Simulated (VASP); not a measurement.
Cr: single point with PBE

Crystal: Cr.

```xyz
1
Lattice="-0.0174 1.8156 1.8107 1.8310 -0.0170 1.8103 1.8559 1.8401 -0.0419" Properties=species:S:1:pos:R:3 pbc="T T T"
Cr    0.0000    0.0000    0.0000
```

```
Program             : VASP 6.6.1
Task                : single point
Functional          : PBE
Potentials or basis : VASP PAW PBE potentials, release 64 (Cr_sv)
Cutoff              : 700 eV
k mesh              : 10 × 10 × 10
Occupations         : fermi-dirac, width 0.05 eV
Spin                : collinear spin, ferromagnetic start
Starting moments    : [2.2] μB
Fixed moment        : 2.2 μB
```

The pressure is 12.0 GPa. The net moment is 2.20 μB per cell and the site moments are Cr +1.82 μB. The valence electrons inside the program's atomic spheres are Cr 11.79.

Stress tensor (GPa, compression positive):
```
11.25 -0.58  3.29
-0.58 12.16  3.31
 3.29  3.31 12.57
```

It took 2.7 min on 1 thread of Intel(R) Xeon(R) Platinum 8488C (Sapphire Rapids), with other jobs on the host, peak memory 0.34 GiB.

Caveat: the cell stands under pressure; the total moment is fixed, so each spin has its own Fermi level and the state may be an excited one.
